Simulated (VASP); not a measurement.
# NaCl (Fm-3m) in VASP: a series of runs

Runs on NaCl. Level: PBE. Tasks: single point.

Program: VASP 6.6.1. These are calculated values, not measurements. Logs are shortened: lines on timing, memory, paths and dates and some standing lists are left out, and cuts for length are marked.

## (1) The cell of the first run

Symmetry: Fm-3m, No. 225, cubic system. The conventional cell has a = 5.619 Å, b = 5.619 Å, c = 5.619 Å, α = 90.00°, β = 90.00°, γ = 90.00°. Within 3.7 Å of Na (site symmetry m-3m) lie 6 Cl at 2.81 Å. Cl (site symmetry m-3m) has 6 Na at 2.81 Å within 3.7 Å.

## (2) Single point, PBE (volume scaled by 0.960)

INCAR reads:

```
SYSTEM = NaCl
ALGO = Normal
EDIFF = 1E-6
ENCUT = 520
GGA = PE
ISIF = 2
ISMEAR = 0
LASPH = .TRUE.
LCHARG = .FALSE.
LREAL = .FALSE.
LWAVE = .FALSE.
NBANDS = 14
NELM = 100
PREC = Accurate
SIGMA = 0.05
```

KPOINTS reads:

```
k-points
0
G
  10 10 10
  0 0 0
```

POSCAR reads:

```
NaCl
1.0
    0.0000000000      2.8094575631      2.8094575631
    2.8094575631      0.0000000000      2.8094575631
    2.8094575631      2.8094575631      0.0000000000
Na Cl
1 1
Direct
    0.0000000000      0.0000000000      0.0000000000
    0.5000000000      0.5000000000      0.5000000000
```

Potentials or basis: VASP PAW PBE potentials, release 64 (Na_pv, Cl).

Launch:

```bash
$ cat potpaw_PBE.64/Na_pv/POTCAR potpaw_PBE.64/Cl/POTCAR > POTCAR
$ mpirun -np 1 vasp_std > vasp.out
```

OUTCAR:

```text
SYSTEM = NaCl
   EDIFF = 1E-6
   ENCUT = 520
   GGA = PE
   ISIF = 2
   ISMEAR = 0
   LASPH = .TRUE.
   LREAL = .FALSE.
   NELM = 100
   PREC = Accurate

 ion  position               nearest neighbor table
   1  0.000  0.000  0.000-
   2  0.500  0.500  0.500-

  LATTYP: Found a face centered cubic cell.
 ALAT       =     5.6189151262

  Lattice vectors:

 A1 = (   0.0000000000,   2.8094575631,   2.8094575631)
 A2 = (   2.8094575631,   0.0000000000,   2.8094575631)
 A3 = (   2.8094575631,   2.8094575631,   0.0000000000)

Analysis of symmetry for initial positions (statically):
=====================================================================
 Subroutine PRICEL returns:
 Original cell was already a primitive cell.

 Routine SETGRP: Setting up the symmetry group for a
 face centered cubic supercell.

 Subroutine GETGRP returns: Found 48 space group operations
 (whereof 48 operations were pure point group operations)
 out of a pool of 48 trial point group operations.

The static configuration has the point symmetry O_h .

Analysis of symmetry for dynamics (positions and initial velocities):
=====================================================================
 Subroutine PRICEL returns:
 Original cell was already a primitive cell.

 Routine SETGRP: Setting up the symmetry group for a
 face centered cubic supercell.

 Subroutine GETGRP returns: Found 48 space group operations
 (whereof 48 operations were pure point group operations)
 out of a pool of 48 trial point group operations.

The dynamic configuration has the point symmetry O_h .

 Subroutine INISYM returns: Found 48 space group operations
 (whereof 48 operations are pure point group operations),
 and found     1 'primitive' translations

----------------------------------------------------------------------------------------

                                     Primitive cell

  volume of cell :      44.3504

  direct lattice vectors                    reciprocal lattice vectors
     0.000000000  2.809457563  2.809457563    -0.177970298  0.177970298  0.177970298
     2.809457563  0.000000000  2.809457563     0.177970298 -0.177970298  0.177970298
     2.809457563  2.809457563  0.000000000     0.177970298  0.177970298 -0.177970298

  length of vectors
     3.973172989  3.973172989  3.973172989     0.308253599  0.308253599  0.308253599

[... 83 lines left out ...]
   NSW    =      0    number of steps for IOM
   IBRION =     -1    ionic relax: 0-MD 1-quasi-New 2-CG
   NFREE  =      0    steps in history (QN), initial steepest desc. (CG)
   ISIF   =      2    stress and relaxation
   ISYM   =      2    0-nonsym 1-usesym 2-fastsym
   POTIM  = 0.5000    time-step for ionic-motion
   TEBEG  =    0.0;   TEEND  =   0.0 temperature during run
   PSTRESS=    0.0 pullay stress
   NELECT =      14.0000    total number of electrons
   NUPDOWN=      -1.0000    fix difference up-down
   EMIN   =  10.00;   EMAX   =-10.00  energy-range for DOS
   EFERMI =   0.00;   METHOD = LEGACY
   ISMEAR =     0;   SIGMA  =   0.05  broadening in eV -4-tet -1-fermi 0-gaus
   EFERMI_NEDOS =   21; number of points for ismear=-14 and -15
   IALGO  =     38    algorithm
   IMIX   =      4    mixing-type and parameters
     AMIX     =   0.40;   BMIX     =  1.00
     AMIX_MAG =   1.60;   BMIX_MAG =  1.00
  volume/ion in A,a.u.               =      22.18       149.65
  Fermi-wavevector in a.u.,A,eV,Ry     =   1.114684  2.106447 16.905511  1.242520
  Thomas-Fermi vector in A             =   2.251281
   LORBIT       =      0    0 simple, 1 ext, 2 COOP (PROOUT), +10 PAW based schemes
   GGA     = PE    functional components
   LHFCALC =     F    Hartree Fock is set to
   AEXX    =    0.0000 exact exchange contribution
   IVDW    =     0    specifies the selected vdW correction
   LEPSILON=     F    determine dielectric tensor
   LRPA    =     F    only Hartree local field effects (RPA)
 non-spin polarized calculation
 Gauss-broadening in eV      SIGMA  =   0.05
  energy-cutoff  :      520.00
  volume of cell :       44.35
 maximum number of plane-waves:      1243
 NGX is ok and might be reduce to    30
   NGX = 15   NGY = 15   NGZ = 15

 number of electron      14.0000001 magnetization

 Free energy of the ion-electron system (eV)
  ---------------------------------------------------
  ext. energy  EPLUGINS =         0.00000000
  ---------------------------------------------------
  free energy    TOTEN  =        -6.77178904 eV

  energy without entropy =       -6.77178904  energy(sigma->0) =       -6.77178904

 E-fermi :  -0.3536     XC(G=0):  -8.2144

 val. band max:       -0.6664054800   @ k =   0.0000   0.0000   0.0000
 cond. band min:       4.4844363753   @ k =   0.0000   0.0000   0.0000
 fundamental gap:      5.1508418553
 Fermi energy:        -0.3536275547

 k-point     1 :       0.0000    0.0000    0.0000
  band No.  band energies     occupation
      1     -21.4633      2.00000
      2     -21.4633      2.00000
      3     -21.4633      2.00000
      4     -13.3506      2.00000
      5      -0.6664      2.00000
      6      -0.6664      2.00000
      7      -0.6664      2.00000
      8       4.4844      0.00000
      9      10.4658      0.00000
     10      10.4658      0.00000
     11      10.4658      0.00000
     12      12.6411      0.00000
     13      12.6411      0.00000
     14      14.2658      0.00000
[... 377 lines left out ...]
      1     -21.4823      2.00000
      2     -21.4705      2.00000
      3     -21.4697      2.00000
      4     -13.0207      2.00000
      5      -2.1524      2.00000
      6      -1.2252      2.00000
      7      -1.1469      2.00000
      8       7.1861      0.00000
      9       7.9433      0.00000
     10       9.8153      0.00000
     11      12.4444      0.00000
     12      13.0316      0.00000
     13      14.5800      0.00000
     14      17.3406      0.00000

 [... further k-points ...]
[... 5 lines left out ...]
  --------------------------------------------------------------------------------------
  -------------------------------------------------------------------------------------
  Total        0.2865855      0.2865855      0.2865855      0.0000000      0.0000000      0.0000000
  in kB       10.3530274     10.3530274     10.3530274      0.0000000      0.0000000      0.0000000
  external PRESSURE =      10.3530274 kB  Pullay stress =       0.0000000 kB

 VOLUME and BASIS-vectors are now :
 -----------------------------------------------------------------------------
  energy-cutoff  :      520.00
  volume of cell :       44.35
      direct lattice vectors                 reciprocal lattice vectors
     0.000000000  2.809457563  2.809457563    -0.177970298  0.177970298  0.177970298
     2.809457563  0.000000000  2.809457563     0.177970298 -0.177970298  0.177970298
     2.809457563  2.809457563  0.000000000     0.177970298  0.177970298 -0.177970298

 POSITION                                       TOTAL-FORCE (eV/Angst)
 -----------------------------------------------------------------------------------
      0.00000      0.00000      0.00000         0.000000     -0.000000     -0.000000
      2.80946      2.80946      2.80946        -0.000000      0.000000      0.000000
 -----------------------------------------------------------------------------------
    total drift:                               -0.000000      0.000000      0.000000

  FREE ENERGIE OF THE ION-ELECTRON SYSTEM (eV)
  ---------------------------------------------------
  free  energy   TOTEN  =        -6.7717890439 eV

  energy  without entropy=       -6.7717890439  energy(sigma->0) =       -6.77178904
```

stdout:

```text
POSCAR found type information on POSCAR NaCl
 POSCAR found :  2 types and       2 ions
 scaLAPACK will be used
 LDA part: xc-table for (Slater+PW92), standard interpolation
 POSCAR, INCAR and KPOINTS ok, starting setup
 FFT: planning ... GRIDC
 FFT: planning ... GRID_SOFT
 FFT: planning ... GRID
 WAVECAR not read
 entering main loop
```

It took 28 s on 1 thread of Intel Xeon Platinum 8375C at 2.90GHz (Ice Lake), shared host; peak memory 0.17 GiB.

What came out:

| Property | Result |
| --- | --- |
| Free energy | -6.7718 eV |
| Pressure | 1.0 GPa |
| Band gap on the k mesh | 5.15 eV, direct |

Levels at points of the mesh, in eV from the valence-band top:
```
           k point  band 5  band 6  band 7  band 8  band 9  band 10
(0.00, 0.00, 0.00)    0.00    0.00    0.00    5.15   11.13    11.13
(0.50, 0.00, 0.00)   -1.96   -0.27   -0.27    7.29   10.72    11.00
(0.50, 0.50, 0.00)   -1.69   -0.61   -0.61    7.57    8.07    11.40
```

 A k mesh can miss the band edges.

## (3) Single point, PBE (volume scaled by 0.980)

INCAR reads:

```
  PREC = Accurate
  ENCUT = 520
  EDIFF = 1E-7
  ISMEAR = 0
  SIGMA = 0.05
  LREAL = F
  LASPH = T
  NELM = 80
  ALGO = Normal
  ISIF = 2
  LWAVE = F
  LCHARG = F
  GGA = PE
  NBANDS = 14
```

KPOINTS reads:

```
regular mesh
0
Gamma
  10 10 10
```

POSCAR reads:

```
NaCl
1.0
    0.0000000000      2.8288337448      2.8288337448
    2.8288337448      0.0000000000      2.8288337448
    2.8288337448      2.8288337448      0.0000000000
Na Cl
1 1
Direct
    0.0000000000      0.0000000000      0.0000000000
    0.5000000000      0.5000000000      0.5000000000
```

Potentials or basis: VASP PAW PBE potentials, release 64 (Na_pv, Cl).

Launch:

```bash
$ cat potpaw_PBE.64/Na_pv/POTCAR potpaw_PBE.64/Cl/POTCAR > POTCAR
$ mpirun -np 1 vasp_std > vasp.out
```

It took 31 s on 1 thread of Intel Xeon Platinum 8375C at 2.90GHz (Ice Lake), shared host; peak memory 0.17 GiB.

Results (log left out):

```yaml
Free_energy: -6.7764 eV
Pressure: 0.5 GPa
Band_gap_on_the_k_mesh: 5.07 eV, direct
```

Levels at points of the mesh, in eV from the valence-band top:
| k point | band 4 | band 5 | band 6 | band 7 | band 8 | band 9 | band 10 | band 11 |
| --- | --- | --- | --- | --- | --- | --- | --- | --- |
| (0.00, 0.00, 0.00) | -12.64 | 0.00 | 0.00 | 0.00 | 5.07 | 11.11 | 11.11 | 11.11 |
| (0.50, 0.00, 0.00) | -12.31 | -1.90 | -0.26 | -0.26 | 7.26 | 10.55 | 10.95 | 10.95 |
| (0.50, 0.50, 0.00) | -12.26 | -1.63 | -0.59 | -0.59 | 7.51 | 8.09 | 11.25 | 14.69 |

 A k mesh can miss the band edges.

## (4) Single point, PBE (volume scaled by 1.020)

INCAR reads:

```
PREC     = Accurate       # precision mode
ENCUT    = 520            # plane-wave cutoff, eV
EDIFF    = 1E-7           # SCF threshold, eV
ISMEAR   = 0              # smearing method
SIGMA    = 0.05           # smearing width, eV
LREAL    = F              # projectors in reciprocal space
LASPH    = T              # aspherical terms in the spheres
NELM     = 80             # most SCF steps
ALGO     = Normal         # electronic algorithm
ISIF     = 2              # what is computed and relaxed
LWAVE    = F              # write WAVECAR
LCHARG   = T              # write CHGCAR
GGA      = PE             # functional
LELF     = T              # ELF
LVHAR    = T            
NBANDS   = 14             # bands
```

KPOINTS is that of step 3.

POSCAR reads:

```
NaCl
1.0
    0.0000000000      2.8668091990      2.8668091990
    2.8668091990      0.0000000000      2.8668091990
    2.8668091990      2.8668091990      0.0000000000
Na Cl
1 1
Direct
    0.0000000000      0.0000000000      0.0000000000
    0.5000000000      0.5000000000      0.5000000000
```

Launch:

```bash
$ cat potpaw_PBE.64/Na_pv/POTCAR potpaw_PBE.64/Cl/POTCAR > POTCAR
$ mpirun -np 1 vasp_std > vasp.out
```

Wall time 32 s (1 thread of Intel Xeon Platinum 8375C at 2.90GHz (Ice Lake), shared host); peak memory 0.17 GiB.

It converged, with:

| Property | Result |
| --- | --- |
| Free energy | -6.7767 eV |
| Pressure | -0.5 GPa |
| Band gap on the k mesh | 4.92 eV, direct |

Levels at points of the mesh, in eV from the valence-band top:
```csv
k point,band 3,band 4,band 5,band 6,band 7,band 8,band 9,band 10,band 11,band 12
"(0.00, 0.00, 0.00)",-20.92,-12.55,0.00,0.00,0.00,4.92,11.07,11.07,11.07,13.16
"(0.50, 0.00, 0.00)",-20.92,-12.26,-1.78,-0.24,-0.24,7.18,10.23,10.85,10.85,14.66
"(0.50, 0.50, 0.00)",-20.92,-12.22,-1.53,-0.55,-0.55,7.39,8.11,10.97,14.34,14.34
```

 A k mesh can miss the band edges.

(Part 1 of 2 ends here.)
